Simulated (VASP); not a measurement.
Crystal: Mo.

```
Mo
1.0
    -1.56960    1.56960    1.56960
     1.56960   -1.56960    1.56960
     1.56960    1.56960   -1.56960
Mo
1
Cartesian
  0.0000 0.0000 0.0000
```

Base run:

| Property | Result |
| --- | --- |
| Program | VASP 6.6.1 |
| Functional | PBE |
| Potentials or basis | VASP PAW PBE potentials, release 64 (Mo_sv) |
| Cutoff | 500 eV |
| k mesh | 8 × 8 × 8 |
| Occupations | fermi-dirac, width 0.0125 eV |
| Spin | no spin polarisation |

Its results: band gap on the k mesh zero (band 7 reaches 16.80 eV, above the bottom of band 8 at 11.37 eV); pressure 6.9 GPa.

Task: The run is repeated on the same cell with these changes: k mesh from 8 × 8 × 8 to 8 × 8 × 8, shifted; hubbard terms from none to Mo d U = 2.0 eV. What comes out?

Result: Band gap on the k mesh zero (band 7 reaches 15.97 eV, above the bottom of band 8 at 11.60 eV); pressure 10.3 GPa.

Several settings changed at once, so the effect can't be laid on one alone.

Caveats: U without spin polarisation on a metal has little footing (some runs); the U is typed as a test and isn't derived for this compound (some runs).
